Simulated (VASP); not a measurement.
A run of VASP 6.6.1:

INCAR

```
  ALGO = Normal
  EDIFF = 1E-6
  ENCUT = 520
  GGA = PE
  ISIF = 2
  ISMEAR = 0
  LASPH = T
  LCHARG = F
  LREAL = F
  LWAVE = F
  NBANDS = 16
  NELM = 60
  PREC = Accurate
  SIGMA = 0.05
```

Contents of KPOINTS:

```
k-points
0
Gamma
  6 6 4
```

POSCAR

```
Te
1.0
    4.5272099746      0.0000000000      0.0000000000
   -2.2636049873      3.9206788463      0.0000000000
    0.0000000000      0.0000000000      5.9615198782
Te
3
Direct
    0.2665285429      0.0000000000      0.8333333333
    0.0000000000      0.2665285429      0.1666666667
    0.7334714571      0.7334714571      0.5000000000
```

Potentials or basis: VASP PAW PBE potentials, release 64 (Te).

Command:

```bash
$ cat potpaw_PBE.64/Te/POTCAR > POTCAR
$ mpirun -np 1 vasp_std > vasp.out
```

Hardware: 1 thread of AMD EPYC 7R43 64-Core Processor (Zen 3), with other jobs on the host.

Estimate the wall time of this run.

Wall time 39 s on 1 thread of AMD EPYC 7R43 64-Core Processor (Zen 3), with other jobs on the host, peak memory 0.19 GiB. Counts: scf iterations 12, k points 24.
